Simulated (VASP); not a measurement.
Write the native input for VASP 6.6.1 that does the following.

```yaml
Task: single point
Functional: PBE
Potentials_or_basis: VASP PAW PBE potentials, release 64 (Ba_sv)
Cutoff: 520 eV
k_mesh: 10 × 10 × 10
Occupations: fermi-dirac, width 0.08 eV
Spin: no spin polarisation
Dipole_correction: no
Further_INCAR_settings: ALGO = Normal; EDIFF = 1e-06; NBANDS = 17
```

The structure of Ba lies in POSCAR:

```
Ba
1.0
   -3.4834721413      3.4834721413      1.8929709621
    3.4834721413     -3.4834721413      1.8929709621
    3.4834721413      3.4834721413     -1.8929709621
Ba
2
Direct
   -0.3750000000     -0.1250000000     -0.2500000000
    0.3750000000      0.1250000000      0.2500000000
```

This cell differs from its parent crystal: volume scaled by 0.76.

One way to write it, as run:

INCAR

```
SYSTEM = Ba
ALGO = Normal
EDIFF = 1E-6
ENCUT = 520
GGA = PE
ISIF = 2
ISMEAR = -1
LASPH = .True.
LCHARG = .False.
LREAL = .False.
LWAVE = .False.
NBANDS = 17
NELM = 100
PREC = Accurate
SIGMA = 0.08
```

KPOINTS

```
k-points
0
Gamma
  10 10 10
  0 0 0
```

Potentials or basis: VASP PAW PBE potentials, release 64 (Ba_sv).

Command:

```console
$ cat potpaw_PBE.64/Ba_sv/POTCAR > POTCAR
$ mpirun -np 1 vasp_std > vasp.out
```

Results of the run:

```json
{
 "Pressure": "3.7 GPa",
 "Band gap on the k mesh": "zero (band 10 reaches 3.22 eV, above the bottom of band 11 at 2.46 eV)"
}
```

Caveat: spin-orbit coupling is left out, which moves the levels of the heavy elements.

Run time: 95 s on 1 thread of Intel(R) Xeon(R) Platinum 8488C (Sapphire Rapids), with other jobs on the host, peak memory 0.31 GiB.
